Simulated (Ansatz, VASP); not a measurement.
## SiC in VASP and in Ansatz

Contents of INCAR:

```
  PREC = Accurate
  ENCUT = 520
  EDIFF = 1E-6
  ISMEAR = 0
  SIGMA = 0.05
  LREAL = F
  LASPH = T
  NELM = 100
  ALGO = Normal
  ISIF = 2
  LWAVE = F
  LCHARG = F
  GGA = PS
  NBANDS = 11
```

Contents of KPOINTS:

```
Automatic mesh
0
Gamma
  6 6 6
```

File POSCAR:

```
SiC
1.0
    2.6121132413      0.0000000000      0.0000000000
    0.0000000000      2.6121132413      0.0000000000
    0.0000000000      0.0000000000      2.6121132413
Si C
1 1
Direct
    0.0000000000      0.0000000000      0.0000000000
    0.5000000000      0.5000000000      0.5000000000
```

Input for Ansatz:

```yaml
crystal:
  lattice:
    - [2.6121132413, 0.0, 0.0]
    - [0.0, 2.6121132413, 0.0]
    - [0.0, 0.0, 2.6121132413]
  atoms:
    - { symbol: Si, position: [0.0, 0.0, 0.0] }
    - { symbol: C, position: [0.5, 0.5, 0.5] }
basis:
  ecutwfc: 420
kpoints:
  mp_grid: { grid: [6, 6, 6] }
hamiltonian:
  xc: pbesol
scf:
  occupations: { method: gaussian, width: 0.05 }
output:
  forces: true
  stress: true
  eigenvalues: true
```

Alike in both runs: task single point; functional PBEsol; k mesh 6 × 6 × 6; occupations gaussian, width 0.05 eV; no spin polarisation.

|  | VASP | Ansatz |
| --- | --- | --- |
| version | VASP 6.6.1 | Ansatz 0.2.0 |
| potentials or method | VASP PAW PBE potentials, release 64 (Si, C), cutoff 520 eV | scalar-relativistic, plane waves, PAW |
| valence electrons in the cell | 8 | 8 |

|  | VASP | Ansatz | Ansatz less VASP |
| --- | --- | --- | --- |
| gap on the k mesh at the Fermi level (eV) | none | none | - |
| pressure (GPa) | 1.7 | 1.3 | -0.39 |

VASP's potentials were made for PBE, not for PBEsol. A gap of «none» marks a metal or a gap that the smearing closes.

The k mesh is coarse, so the values compare programs but aren't converged.
